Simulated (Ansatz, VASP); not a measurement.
## PdPt2S6: VASP beside Ansatz

INCAR

```
ALGO = Normal
EDIFF = 1E-6
EDIFFG = -0.01
ENCUT = 600
GGA = PE
IBRION = 2
ISIF = 3
ISMEAR = 0
LASPH = True
LCHARG = False
LREAL = False
LWAVE = False
NELM = 80
NSW = 100
PREC = Accurate
SIGMA = 0.02
```

File KPOINTS:

```
k-points
0
Gamma
  6 6 6
```

The input POSCAR:

```
PdPt2S6
1.0
    3.0917169000      1.7850036000      6.4515447000
   -3.0917169000      1.7850036000      6.4515447000
    0.0000000000     -3.5700071000      6.4515447000
Pd Pt S
1 2 6
Direct
    0.5000000000      0.5000000000      0.5000000000
    0.1666790000      0.1666790000      0.1666790000
    0.8333210000      0.8333210000      0.8333210000
    0.4363010000      0.1026530000      0.7700600000
    0.1026530000      0.7700600000      0.4363010000
    0.7700600000      0.4363010000      0.1026530000
    0.5636990000      0.8973470000      0.2299400000
    0.2299400000      0.5636990000      0.8973470000
    0.8973470000      0.2299400000      0.5636990000
```

Input for Ansatz:

```yaml
crystal:
  lattice:
    - [3.0917169, 1.7850036, 6.4515447]
    - [-3.0917169, 1.7850036, 6.4515447]
    - [0.0, -3.5700071, 6.4515447]
  atoms:
    - { symbol: Pd, position: [0.5, 0.5, 0.5] }
    - { symbol: Pt, position: [0.166679, 0.166679, 0.166679] }
    - { symbol: Pt, position: [0.833321, 0.833321, 0.833321] }
    - { symbol: S, position: [0.436301, 0.102653, 0.77006] }
    - { symbol: S, position: [0.102653, 0.77006, 0.436301] }
    - { symbol: S, position: [0.77006, 0.436301, 0.102653] }
    - { symbol: S, position: [0.563699, 0.897347, 0.22994] }
    - { symbol: S, position: [0.22994, 0.563699, 0.897347] }
    - { symbol: S, position: [0.897347, 0.22994, 0.563699] }
basis:
  ecutwfc: 420
kpoints:
  mp_grid: { grid: [6, 6, 6] }
hamiltonian:
  xc: pbe
scf:
  occupations: { method: gaussian, width: 0.02 }
output:
  forces: true
  stress: true
  eigenvalues: true
relax:
  adjacent_minimum: "off"
  f_tol: 0.01
  max_steps: 80
  cell: { stress_tol: 0.05 }
```

Alike in both runs: task relaxation of cell and atoms; functional PBE; k mesh 6 × 6 × 6; occupations gaussian, width 0.02 eV; no spin polarisation.

|  | VASP | Ansatz |
| --- | --- | --- |
| version | VASP 6.6.1 | Ansatz 0.2.0 |
| potentials or method | VASP PAW PBE potentials, release 64 (Pd, Pt, S), cutoff 600 eV | scalar-relativistic, plane waves, PAW |
| valence electrons in the cell | 66 | 90 |

VASP gave:

| Item | Value |
| --- | --- |
| gap on the k mesh at the Fermi level, each at its own relaxed structure (eV) | 1.25 |
| relaxed volume (Å³/atom) | 23.67 |
| relaxed cell length with the largest relative difference (Å) | 7.368 |

Problem. What did Ansatz give for the same quantities?

Solution. gap on the k mesh at the Fermi level, each at its own relaxed structure (eV): 1.24; relaxed volume (Å³/atom): 23.74; relaxed cell length with the largest relative difference (Å): 7.373.

VASP's potentials hold 66 valence electrons a cell and Ansatz's 90, so a difference there can come from the potentials and not from the codes.

Spin-orbit coupling is off throughout.
